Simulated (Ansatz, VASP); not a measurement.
# AlCo in VASP and in Ansatz

```
Al Co
1.0
     2.81940    0.00000    0.00000
     0.00000    2.81940    0.00000
     0.00000    0.00000    2.81940
Al Co
1 1
Direct
  0.00000 0.00000 0.00000
  0.39359 0.50000 0.50000
```

Change from the starting cell: all Co atoms moved -0.300 Å, as atom 2 along Cartesian [1 0 0].

Alike in both runs: task single point; functional PBE; k mesh 16 × 16 × 16; occupations gaussian, width 0.15 eV; collinear spin.

|  | VASP | Ansatz |
| --- | --- | --- |
| version | VASP 6.6.1 | Ansatz 0.2.0 |
| potentials or method | VASP PAW PBE potentials, release 64 (Al, Co), cutoff 520 eV | scalar-relativistic, plane waves, PAW |
| valence electrons in the cell | 12 | 20 |

```csv
,VASP,Ansatz,Ansatz less VASP
gap on the k mesh at the Fermi level (eV),none,none,-
pressure (GPa),13.9,13.9,+0.04
"traceless stress, the component that is largest in VASP (GPa)",-4.42,-4.36,+0.053
rms of the force components (eV/Å),1.405,1.403,-0.0023
net moment per atom (μB),0.00,0.00,0.000
```

Atom by atom the forces differ by 0.002 eV/Å (rms over components). A gap of «none» marks a metal or a gap that the smearing closes. The functional is the same, so the differences come from potentials, cutoffs and numerics. VASP's potentials hold 12 valence electrons a cell and Ansatz's 20, so a difference there can come from the potentials and not from the codes. Ansatz's warnings: seeded moment not kept.
